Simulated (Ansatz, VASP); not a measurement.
Two plane-wave programs on TaN

The input POSCAR:

```
TaN
1.0
    0.0000000000      2.1790000000      2.1790000000
    2.1790000000      0.0000000000      2.1790000000
    2.1790000000      2.1790000000      0.0000000000
Ta N
1 1
Direct
    0.5000000000      0.5000000000      0.5000000000
   -0.0086048646     -0.0086048646      0.0086048646
```

The input INCAR.step1:

```
  ALGO = Normal
  EDIFF = 1E-5
  ENCUT = 770
  GGA = PE
  GGA_COMPAT = False
  ISMEAR = 0
  LASPH = True
  LCHARG = False
  LREAL = False
  LWAVE = True
  NBANDS = 16
  NELM = 120
  PREC = Accurate
  SIGMA = 0.15
```

INCAR.step2

```
  ALGO = Normal
  EDIFF = 1E-6
  ENCUT = 770
  GGA_COMPAT = False
  ISIF = 2
  ISMEAR = 0
  ISTART = 1
  LASPH = True
  LCHARG = False
  LMIXTAU = True
  LREAL = False
  LWAVE = False
  METAGGA = R2SCAN
  NBANDS = 16
  NELM = 120
  PREC = Accurate
  SIGMA = 0.15
```

The input KPOINTS:

```
k-points
0
Gamma
  18 18 18
```

Input for Ansatz:

```yaml
crystal:
  lattice:
    - [0.0, 2.179, 2.179]
    - [2.179, 0.0, 2.179]
    - [2.179, 2.179, 0.0]
  atoms:
    - { symbol: Ta, position: [0.5, 0.5, 0.5] }
    - { symbol: "N", position: [-0.0086048646, -0.0086048646, 0.0086048646] }
basis:
  ecutwfc: 500
kpoints:
  mp_grid: { grid: [18, 18, 18] }
hamiltonian:
  xc: r2scan
scf:
  occupations: { method: gaussian, width: 0.15 }
output:
  forces: true
  stress: true
  eigenvalues: true
```

Change from the starting cell: all N atoms moved +0.037 Å, as atom 2 towards its neighbour atom 1 (Ta) at 2.179 Å.

Alike in both runs: task single point; functional r2SCAN; k mesh 18 × 18 × 18; occupations gaussian, width 0.15 eV; no spin polarisation.

```csv
,VASP,Ansatz
version,VASP 6.6.1,Ansatz 0.2.0
potentials or method,"VASP PAW PBE potentials, release 64 (Ta_sv_GW, N), cutoff 770 eV","scalar-relativistic, plane waves, PAW"
valence electrons in the cell,18,18
```

```csv
,VASP,Ansatz,Ansatz less VASP
gap on the k mesh at the Fermi level (eV),none,none,-
pressure (GPa),10.1,10.0,-0.07
"traceless stress, the component that is largest in VASP (GPa)",0.51,0.50,-0.011
rms of the force components (eV/Å),0.194,0.192,-0.0022
```

VASP's potentials were made for PBE, not for r2SCAN. Atom by atom the forces differ by 0.002 eV/Å (rms over components). A gap of «none» marks a metal or a gap that the smearing closes. The functional is the same, so the differences come from potentials, cutoffs and numerics.

Neither program's run includes spin-orbit coupling.
